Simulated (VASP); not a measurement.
Set up this calculation in VASP 6.6.1, as the native input.

```yaml
Task: single point
Functional: LDA
Potentials_or_basis: VASP PAW LDA potentials, release 64 (C_h, O_h, H_h)
Cutoff: 910 eV
k_mesh: 1 × 1 × 1
Occupations: fermi-dirac, width 0.02 eV
Spin: no spin polarisation
Dipole_correction: no
Second_run: hard_potentials
Further_INCAR_settings: LREAL = Auto; ALGO = Normal; EDIFF = 1e-06; NBANDS = 64
```

The structure of H6C2O lies in POSCAR:

```
H6C2O
1.0
    7.5290720000      0.0000000000      0.0000000000
    0.0000000000      7.5290720000      0.0000000000
    0.0000000000      0.0000000000      7.5290720000
C O H
8 4 24
Direct
    1.0097605682      0.5047038986      0.7435214368
    0.8237097822      0.5329620658      0.8097933211
   -0.1541117246      0.4507659028      0.3151542172
   -0.0119028601      0.5745482371      0.2520715909
    0.4128531666      0.2721579718      0.9589739563
    0.3880051575      0.0993101039      0.8628022255
    0.6597499657     -0.1402259127      0.3645728334
    0.6454593050      0.0591405713      0.3532979107
    0.7046076512      0.4326215819      0.7043445530
    0.1071865416      0.4748935096      0.1469445394
    0.2107513696      0.0933617414      0.8011468670
    0.6353137032      0.1282036380      0.5272361964
    0.6020829864      0.3964469735      0.7763251050
    0.8157167799      0.4914505875      0.9514578218
    0.7877172635      0.6763175892      0.8032958155
    1.1026698912      0.5938156782      0.8135760837
    1.0538467522      0.3660875075      0.7637345272
    1.0168488392      0.5362428091      0.6000420904
    0.2010960938      0.5529106038      0.1037631857
   -0.0710648747      0.6862405559      0.1752174293
    0.0581816656      0.6342606986      0.3686479228
   -0.2474659564      0.5167615763      0.4067073310
   -0.2294952454      0.3962742320      0.2012374712
   -0.0918013202      0.3383539885      0.3868228687
    0.2036879936      0.0124322764      0.7011192504
    0.4830250085      0.0884080685      0.7507698196
    0.4146041293     -0.0124934891      0.9562233467
    0.5489603404      0.2823074611      1.0132097901
    0.3832818558      0.3844713841      0.8675107006
    0.3183650812      0.2850714057      1.0703972199
    0.6943019760      0.2444595370      0.5411464765
    0.7619730666      0.1128635525      0.2817263071
    0.5257867185      0.0973767575      0.2752809108
    0.6623722537     -0.2007454249      0.2308065248
    0.7823129786     -0.1781489663      0.4355774189
    0.5467644965     -0.1971225720      0.4383469345
```

These files were run (other wordings do the same):

INCAR

```
PREC = Accurate
ENCUT = 910
EDIFF = 1E-6
ISMEAR = -1
SIGMA = 0.02
LREAL = Auto
LASPH = True
NELM = 120
ALGO = Normal
ISIF = 2
LWAVE = False
LCHARG = False
NBANDS = 64
GGA_COMPAT = False
```

KPOINTS

```
Automatic mesh
0
Gamma
  1 1 1
```

Potentials or basis: VASP PAW LDA potentials, release 64 (C_h, O_h, H_h).

Command:

```console
$ cat potpaw_LDA.64/C_h/POTCAR potpaw_LDA.64/O_h/POTCAR potpaw_LDA.64/H_h/POTCAR > POTCAR
$ mpirun -np 1 vasp_gam > vasp.out
```

It gave:

```json
{"Pressure": "-0.5 GPa", "Largest force": "0.234 eV/Å", "Band gap on the k mesh": "4.24 eV"}
```

Caveat: the k points lie up to 0.83 Å⁻¹ apart; the cutoff is under 1.25 times the usual one of these potentials, so pressure, stress and relaxed cells hold a basis-set (Pulay) error.

Wall time 100 s on 1 thread of AMD EPYC 7R43 64-Core Processor (Zen 3), on a shared host, peak memory 0.67 GiB.
